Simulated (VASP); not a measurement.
Here is a VASP 6.6.1 calculation.

File POSCAR:

```
AlN
1.0
    0.0000000000      2.2115319131      2.2115319131
    2.2115319131      0.0000000000      2.2115319131
    2.2115319131      2.2115319131      0.0000000000
Al N
1 1
Direct
    0.0000000000      0.0000000000      0.0000000000
    0.2500000000      0.2500000000      0.2500000000
```

INCAR.step1

```
SYSTEM = AlN
PREC     = Accurate       ! precision mode
ENCUT    = 520            ! plane-wave cutoff, eV
EDIFF    = 1E-5           ! SCF threshold, eV
ISMEAR   = 0              ! smearing method
SIGMA    = 0.01           ! smearing width, eV
LREAL    = .FALSE.        ! projectors in reciprocal space
LASPH    = .TRUE.         ! aspherical terms in the spheres
NELM     = 80             ! most SCF steps
ALGO     = Normal         ! electronic algorithm
ISIF     = 2              ! what is computed and relaxed
LWAVE    = .TRUE.         ! write WAVECAR
LCHARG   = .FALSE.        ! write CHGCAR
GGA      = PE             ! functional
NBANDS   = 11             ! bands
```

File INCAR.step2:

```
SYSTEM = AlN
PREC     = Accurate       ! precision mode
ENCUT    = 520            ! plane-wave cutoff, eV
EDIFF    = 1E-6           ! SCF threshold, eV
ISMEAR   = 0              ! smearing method
SIGMA    = 0.01           ! smearing width, eV
LREAL    = .FALSE.        ! projectors in reciprocal space
LASPH    = .TRUE.         ! aspherical terms in the spheres
NELM     = 80             ! most SCF steps
ALGO     = Normal         ! electronic algorithm
ISIF     = 2              ! what is computed and relaxed
LWAVE    = .FALSE.        ! write WAVECAR
LCHARG   = .FALSE.        ! write CHGCAR
GGA      = PE             ! functional
LHFCALC  = .TRUE.         ! exact exchange
HFSCREEN = 0.2079         ! screening, 1/A
PRECFOCK = Normal       
ISTART   = 1            
NBANDS   = 11             ! bands
```

KPOINTS

```
regular mesh
0
G
  8 8 8
  0 0 0
```

Potentials or basis: VASP PAW PBE potentials, release 64 (Al, N).

Run with:

```sh
$ cat potpaw_PBE.64/Al/POTCAR potpaw_PBE.64/N/POTCAR > POTCAR
$ cp INCAR.step1 INCAR
$ mpirun -np 1 vasp_std > vasp.out
$ cp INCAR.step2 INCAR
$ mpirun -np 1 vasp_std > vasp.out
```

Task: Predict the band gap on the k mesh.

Result: 4.51 eV (least direct gap 5.19 eV).

Task: Predict the pressure.

Result: -7.9 GPa.

Caveat: the cell differs from its parent crystal (strain +1.2%); the cell stands under tension; the PAW data sets were made with another functional, which shifts forces and pressure a little. A k mesh can miss the band edges.
